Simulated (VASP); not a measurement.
A run of VASP 6.6.1 is set up as follows.

INCAR

```
  PREC = Accurate
  ENCUT = 520
  EDIFF = 1E-6
  ISMEAR = -1
  SIGMA = 0.05
  LREAL = F
  LASPH = T
  NELM = 60
  ALGO = Normal
  ISIF = 2
  LWAVE = F
  LCHARG = T
  LDIPOL = T
  IDIPOL = 3
  DIPOL = 0.5 0.5 0.500
  GGA = PE
  LELF = T
  LVHAR = T
  LVACPOTAV = T
  NBANDS = 42
```

KPOINTS

```
Automatic mesh
0
Gamma
  11 11 1
```

POSCAR

```
Au
1.0
    2.8226199300      0.0000000000      0.0000000000
   -1.4113099650      2.5559330250      0.0000000000
    0.0000000000      0.0000000000     27.2329240250
Au
6
Direct
    0.3346720300      0.6693440600      0.2754019360
    0.6653279700      0.3306559400      0.3652411616
    0.3346720300      0.6693440600      0.4550803872
    0.6653279700      0.3306559400      0.5449196128
    0.3346720300      0.6693440600      0.6347588384
    0.6653279700      0.3306559400      0.7245980640
```

Potentials or basis: VASP PAW PBE potentials, release 64 (Au).

The run is started by

```sh
$ cat potpaw_PBE.64/Au/POTCAR > POTCAR
$ mpirun -np 1 vasp_std > vasp.out
```

Predict the largest force.

0.130 eV/Å.

Estimate the band gap on the k mesh.

zero (band 33 reaches 5.17 eV, above the bottom of band 34 at 0.30 eV).

Forces in eV/Å, atoms in the order of the input:
```
Au   0.000  0.014 -0.129
Au   0.000 -0.036  0.101
Au   0.000  0.030 -0.016
Au   0.000 -0.030  0.016
Au   0.000  0.036 -0.101
Au   0.000 -0.014  0.129
```

Caveat: spin-orbit coupling is left out, which moves the levels of the heavy elements.
